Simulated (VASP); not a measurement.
Wanted: the native input for a VASP 6.6.1 run.

| Quantity | Value |
| --- | --- |
| Task | single point |
| Functional | PBE |
| Potentials or basis | VASP PAW PBE potentials, release 64 (Zn, S) |
| Cutoff | 520 eV |
| k mesh | 2 × 2 × 2, shifted |
| Occupations | fermi-dirac, width 0.2241 eV |
| Spin | no spin polarisation |
| Dipole correction | no |
| Further INCAR settings | LREAL = Auto; ALGO = Normal; EDIFF = 1e-06; NBANDS = 86 |

The structure of ZnS lies in POSCAR:

```
ZnS
1.0
   -5.5839128285      5.5839128285      0.0000000000
   -5.5839128285      0.0000000000      5.5839128285
    0.0000000000      5.5839128285      5.5839128285
Zn S
8 8
Direct
    0.0205241385      0.0256563819     -0.0483503250
    0.5464052885      0.0189948345     -0.0294838951
    0.0320946092      0.4733314400      0.0026066847
   -0.0249155036      0.0872544065      0.4553982267
    0.6269704789      0.4984507433     -0.0980549870
    0.4936291244     -0.0102700385      0.5591632778
    0.0325584416      0.5849085758      0.3706383970
    0.4939448528      0.5435652549      0.4227911632
    0.7055793350      0.6344172283      0.0654421928
    0.2295299979      0.6569652164      0.0094690769
    0.6815886309      0.1647492589      0.0553240191
    0.6687222947      0.6740755301      0.5219936431
    0.1765451092      0.0666814672      0.1420528086
    0.1391695257      0.6804935207      0.5668708659
    0.6195426229      0.1931237168      0.5748001623
    0.1268758166      0.1976942574      0.6013606593
```

This cell differs from its parent crystal: dynamics (nvt langevin) at 2600 K, volume x 1.1, from the last frame before.

These files were run (other wordings do the same):

INCAR

```
SYSTEM = ZnS
ALGO = Normal
EDIFF = 1E-6
ENCUT = 520
GGA = PE
ISIF = 2
ISMEAR = -1
LASPH = .TRUE.
LCHARG = .FALSE.
LREAL = Auto
LWAVE = .FALSE.
NBANDS = 86
NELM = 60
PREC = Accurate
SIGMA = 0.2241
```

KPOINTS

```
Automatic mesh
0
Gamma
  2 2 2
  0.5 0.5 0.5
```

Potentials or basis: VASP PAW PBE potentials, release 64 (Zn, S).

Run with:

```bash
$ cat potpaw_PBE.64/Zn/POTCAR potpaw_PBE.64/S/POTCAR > POTCAR
$ mpirun -np 1 vasp_std > vasp.out
```

Results of the run:

```
Pressure               : -2.8 GPa
Largest force          : 2.498 eV/Å
Band gap on the k mesh : 1.72 eV (least direct gap 1.74 eV)
```

Caveat: the atoms stand as in a frame of molecular dynamics; a shifted mesh leaves out Γ, where band edges can lie; forces of over 1 eV/Å act on the atoms, so gaps and moduli don't describe the material at rest.

It took 28 min on 1 thread of Intel Xeon 8259CL, on a shared host, peak memory 0.64 GiB.
